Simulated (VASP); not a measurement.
# BeTe (Fm-3m) in VASP: electric field gradients with PBE

Aim: the electric field gradients of BeTe with PBE.

Program: VASP 6.6.1. These are calculated values, not measurements. Logs are shortened: lines on timing, memory, paths and dates and some standing lists are left out, and cuts for length are marked.

**1. The cell of the first run**

It takes space group Fm-3m (No. 225, cubic). The conventional cell has a = 5.361 Å, b = 5.361 Å, c = 5.361 Å, α = 90.00°, β = 90.00°, γ = 90.00°. Be (site symmetry m-3m) has 6 Te at 2.68 Å within 3.5 Å. Within 3.5 Å of Te (site symmetry m-3m) lie 6 Be at 2.68 Å.

**2. Electric field gradients, PBE**

INCAR reads:

```
ALGO     = Normal         # electronic algorithm
EDIFF    = 1E-8           # SCF threshold, eV
ENCUT    = 520            # plane-wave cutoff, eV
GGA      = PE             # functional
ISIF     = 2              # what is computed and relaxed
ISMEAR   = -1             # smearing method
LASPH    = True           # aspherical terms in the spheres
LCHARG   = False          # write CHGCAR
LEFG     = True         
LREAL    = False          # projectors in reciprocal space
LWAVE    = False          # write WAVECAR
NBANDS   = 11             # bands
NELM     = 60             # most SCF steps
PREC     = Accurate       # precision mode
SIGMA    = 0.05           # smearing width, eV
```

KPOINTS reads:

```
k-points
0
Gamma
  9 9 9
```

POSCAR reads:

```
BeTe
1.0
    0.0000000000      2.6803100000      2.6803100000
    2.6803100000      0.0000000000      2.6803100000
    2.6803100000      2.6803100000      0.0000000000
Be Te
1 1
Direct
    0.5000000000      0.5000000000      0.5000000000
    0.0000000000      0.0000000000      0.0000000000
```

Potentials or basis: VASP PAW PBE potentials, release 64 (Be, Te).

Launch:

```bash
$ cat potpaw_PBE.64/Be/POTCAR potpaw_PBE.64/Te/POTCAR > POTCAR
$ mpirun -np 1 vasp_std > vasp.out
```

OUTCAR:

```text
EDIFF = 1E-8
   ENCUT = 520
   GGA = PE
   ISIF = 2
   ISMEAR = -1
   LASPH = True
   LREAL = False
   NELM = 60
   PREC = Accurate

 ion  position               nearest neighbor table
   1  0.500  0.500  0.500-   2 2.68   2 2.68   2 2.68   2 2.68   2 2.68   2 2.68
   2  0.000  0.000  0.000-   1 2.68   1 2.68   1 2.68   1 2.68   1 2.68   1 2.68

  LATTYP: Found a face centered cubic cell.
 ALAT       =     5.3606200000

  Lattice vectors:

 A1 = (   0.0000000000,   2.6803100000,   2.6803100000)
 A2 = (   2.6803100000,   0.0000000000,   2.6803100000)
 A3 = (   2.6803100000,   2.6803100000,   0.0000000000)

Analysis of symmetry for initial positions (statically):
=====================================================================
 Subroutine PRICEL returns:
 Original cell was already a primitive cell.

 Routine SETGRP: Setting up the symmetry group for a
 face centered cubic supercell.

 Subroutine GETGRP returns: Found 48 space group operations
 (whereof 48 operations were pure point group operations)
 out of a pool of 48 trial point group operations.

The static configuration has the point symmetry O_h .

Analysis of symmetry for dynamics (positions and initial velocities):
=====================================================================
 Subroutine PRICEL returns:
 Original cell was already a primitive cell.

 Routine SETGRP: Setting up the symmetry group for a
 face centered cubic supercell.

 Subroutine GETGRP returns: Found 48 space group operations
 (whereof 48 operations were pure point group operations)
 out of a pool of 48 trial point group operations.

The dynamic configuration has the point symmetry O_h .

 Subroutine INISYM returns: Found 48 space group operations
 (whereof 48 operations are pure point group operations),
 and found     1 'primitive' translations

----------------------------------------------------------------------------------------

                                     Primitive cell

  volume of cell :      38.5110

  direct lattice vectors                    reciprocal lattice vectors
     0.000000000  2.680310000  2.680310000    -0.186545586  0.186545586  0.186545586
[... 126 lines left out ...]
  ---------------------------------------------------
  ext. energy  EPLUGINS =         0.00000000
  ---------------------------------------------------
  free energy    TOTEN  =        -6.60988728 eV

  energy without entropy =       -6.60502910  energy(sigma->0) =       -6.60745819

 E-fermi :   7.2111     XC(G=0):  -9.9593

 val. band max:        7.1741388706   @ k =   0.4444   0.3333   0.0000
 cond. band min:       7.3541960382   @ k =  -0.1111   0.1111   0.0000
 fundamental gap:      0.1800571676
 Fermi energy:         7.2111211667

 k-point     1 :       0.0000    0.0000    0.0000
  band No.  band energies     occupation
      1      -6.1036      2.00000
      2       6.9865      1.97787
      3       6.9865      1.97787
      4       6.9865      1.97787
      5      10.3120      0.00000
      6      13.5314      0.00000
      7      13.5314      0.00000
      8      13.5314      0.00000
      9      14.1033      0.00000
     10      14.1033      0.00000
     11      14.1033      0.00000
[... 309 lines left out ...]
 k-point    24 :       0.4444    0.4444    0.0000
  band No.  band energies     occupation
      1      -3.5229      2.00000
      2       1.4467      2.00000
      3       4.2969      2.00000
      4       4.2969      2.00000
      5       6.4053      2.00000
      6      10.3821      0.00000
      7      15.9757      0.00000
      8      15.9757      0.00000
      9      18.2035      0.00000
     10      20.1619      0.00000
     11      21.8389      0.00000

 [... further k-points ...]
[... 5 lines left out ...]
  --------------------------------------------------------------------------------------
  -------------------------------------------------------------------------------------
  Total       -0.0057014     -0.0057014     -0.0057014      0.0000000      0.0000000      0.0000000
  in kB       -0.2371938     -0.2371938     -0.2371938      0.0000000      0.0000000      0.0000000
  external PRESSURE =      -0.2371938 kB  Pullay stress =       0.0000000 kB

 VOLUME and BASIS-vectors are now :
 -----------------------------------------------------------------------------
  energy-cutoff  :      520.00
  volume of cell :       38.51
      direct lattice vectors                 reciprocal lattice vectors
     0.000000000  2.680310000  2.680310000    -0.186545586  0.186545586  0.186545586
     2.680310000  0.000000000  2.680310000     0.186545586 -0.186545586  0.186545586
     2.680310000  2.680310000  0.000000000     0.186545586  0.186545586 -0.186545586

 POSITION                                       TOTAL-FORCE (eV/Angst)
 -----------------------------------------------------------------------------------
      2.68031      2.68031      2.68031        -0.000000      0.000000     -0.000000
      0.00000      0.00000      0.00000         0.000000     -0.000000      0.000000
 -----------------------------------------------------------------------------------
    total drift:                               -0.000000      0.000000      0.000000

  FREE ENERGIE OF THE ION-ELECTRON SYSTEM (eV)
  ---------------------------------------------------
  free  energy   TOTEN  =        -6.6098872775 eV

  energy  without entropy=       -6.6050290985  energy(sigma->0) =       -6.60745819

 Electric field gradients (V/A^2)
---------------------------------------------------------------------
 ion       V_xx      V_yy      V_zz      V_xy      V_xz      V_yz
---------------------------------------------------------------------
   1       0.000     0.000     0.000    -0.000    -0.000    -0.000
   2      -0.000    -0.000     0.000     0.000     0.000     0.000
---------------------------------------------------------------------

 Electric field gradients after diagonalization (V/A^2)
 (convention: |V_zz| > |V_xx| > |V_yy|)
----------------------------------------------------------------------
 ion       V_xx      V_yy      V_zz     asymmetry (V_yy - V_xx)/ V_zz
----------------------------------------------------------------------
   1       0.000     0.000    -0.000       0.000
   2      -0.000    -0.000     0.000       0.000
----------------------------------------------------------------------

           NMR quadrupolar parameters

 Cq : quadrupolar parameter    Cq=e*Q*V_zz/h
 eta: asymmetry parameters     (V_yy - V_xx)/ V_zz
 Q  : nuclear electric quadrupole moment in mb (millibarn)
----------------------------------------------------------------------
 ion       Cq(MHz)       eta       Q (mb)
----------------------------------------------------------------------
   1      -0.000       0.000       1.000
   2       0.000       0.000       1.000
----------------------------------------------------------------------
```

OSZICAR:

```text
N       E                     dE             d eps       ncg     rms          rms(c)
DAV:   1     0.127175498201E+02    0.12718E+02   -0.29565E+03   770   0.560E+02
DAV:   2    -0.579758734845E+01   -0.18515E+02   -0.17503E+02  1016   0.864E+01
DAV:   3    -0.660013165794E+01   -0.80254E+00   -0.78980E+00   991   0.155E+01
DAV:   4    -0.660624299521E+01   -0.61113E-02   -0.61103E-02   884   0.176E+00
DAV:   5    -0.660631182533E+01   -0.68830E-04   -0.68828E-04   962   0.189E-01    0.533E+00
DAV:   6    -0.660734538063E+01   -0.10336E-02   -0.21576E-03   868   0.266E-01    0.323E+00
DAV:   7    -0.660979433678E+01   -0.24490E-02   -0.43155E-03   865   0.436E-01    0.653E-02
DAV:   8    -0.660986585525E+01   -0.71518E-04   -0.18027E-04   948   0.824E-02    0.347E-02
DAV:   9    -0.660988636376E+01   -0.20509E-04   -0.20940E-05   863   0.306E-02    0.730E-03
DAV:  10    -0.660988709812E+01   -0.73436E-06   -0.23644E-06   891   0.853E-03    0.106E-03
DAV:  11    -0.660988714943E+01   -0.51306E-07   -0.60400E-08   892   0.164E-03    0.915E-04
DAV:  12    -0.660988723420E+01   -0.84770E-07   -0.42331E-08   860   0.120E-03    0.645E-04
DAV:  13    -0.660988726348E+01   -0.29286E-07   -0.51459E-10   475   0.149E-04    0.324E-04
DAV:  14    -0.660988727954E+01   -0.16061E-07   -0.51409E-10   445   0.119E-04    0.832E-05
DAV:  15    -0.660988727752E+01    0.20252E-08   -0.37609E-11   433   0.393E-05
   1 F= -.66098873E+01 E0= -.66074582E+01  d E =-.485818E-02
```

Run time: 27 s. Hardware: 1 thread of Intel Xeon 8259CL, shared host; peak memory 0.16 GiB.

What came out:

```yaml
Free_energy: -6.6099 eV
Pressure: 0.0 GPa
Band_gap_on_the_k_mesh: zero (band 4 reaches 7.46 eV, above the bottom of band 5 at 6.41 eV)
```

Levels at points of the mesh, in eV from the Fermi level:
```tsv
k point	band 2	band 3	band 4	band 5	band 6	band 7
(0.00, 0.00, 0.00)	-0.22	-0.22	-0.22	3.10	6.32	6.32
```

Caveat: without QUAD_EFG the Cq values of the log hold for a quadrupole moment of 1 mb, not for the nuclei; spin-orbit coupling is left out, which moves the levels of the heavy elements.
